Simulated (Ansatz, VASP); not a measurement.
Given: the input of a run of Ansatz 0.2.0 on MnS.

The input input.yaml:

```yaml
crystal:
  lattice:
    - [0.0, 2.6045, 2.6045]
    - [2.6045, 0.0, 2.6045]
    - [2.6045, 2.6045, 0.0]
  atoms:
    - { symbol: Mn, position: [0.0, 0.0, 0.0], spin: 4.0 }
    - { symbol: S, position: [0.5, 0.5, 0.5] }
kpoints:
  mp_grid: { grid: [9, 9, 9] }
scf:
  occupations: { method: gaussian, width: 0.1 }
hamiltonian:
  xc: pbesol
  pseudopotentials: { kind: all_electron, lapw: { basis_error: 0.001 } }
magnetization:
  spin_polarized: true
output:
  forces: true
  stress: true
  eigenvalues: true
```

Potentials or basis: all-electron LAPW, scalar-relativistic.

Command:

```console
$ ansatz run input.yaml --threads 2 --pin off --max-ram 6144MiB --backend cpu --events-out ev --progress --plain --runs-dir out
```

Q: Translate it to VASP 6.6.1. Potentials there: VASP PAW PBE potentials, release 64 (Mn_pv, S).

A: As run (the cutoff follows the program's own potentials):

The input INCAR:

```
SYSTEM = MnS
PREC = Accurate ; ENCUT = 520
EDIFF = 1E-6 ; ISMEAR = 0
SIGMA = 0.1 ; LREAL = .FALSE.
LASPH = .TRUE. ; NELM = 150
ALGO = Normal ; ISIF = 2
LWAVE = .FALSE. ; LCHARG = .FALSE.
ISPIN = 2 ; MAGMOM = 4 0
LORBIT = 11 ; LMAXMIX = 4
GGA = PS ; NBANDS = 20
```

Contents of KPOINTS:

```
Automatic mesh
0
G
  9 9 9
  0 0 0
```

POSCAR

```
MnS
1.0
    0.0000000000      2.6045000000      2.6045000000
    2.6045000000      0.0000000000      2.6045000000
    2.6045000000      2.6045000000      0.0000000000
Mn S
1 1
Direct
    0.0000000000      0.0000000000      0.0000000000
    0.5000000000      0.5000000000      0.5000000000
```

Potentials or basis: VASP PAW PBE potentials, release 64 (Mn_pv, S).

The run is started by

```sh
$ cat potpaw_PBE.64/Mn_pv/POTCAR potpaw_PBE.64/S/POTCAR > POTCAR
$ mpirun -np 1 vasp_std > vasp.out
```

Both were run:

|  | VASP | Ansatz | Ansatz less VASP |
| --- | --- | --- | --- |
| gap on the k mesh at the Fermi level (eV) | none | none | - |
| pressure (GPa) | -7.2 | -7.2 | -0.08 |
| net moment per atom (μB) | 2.34 | 2.34 | 0.000 |
| size of the moment on the site where the two differ most (μB) | 4.23 | 4.41 | +0.176 |

VASP's potentials were made for PBE, not for PBEsol. Site moments also hang on the region over which each program counts them. A gap of «none» marks a metal or a gap that the smearing closes. Ansatz ran all-electron here, and VASP with PAW potentials.
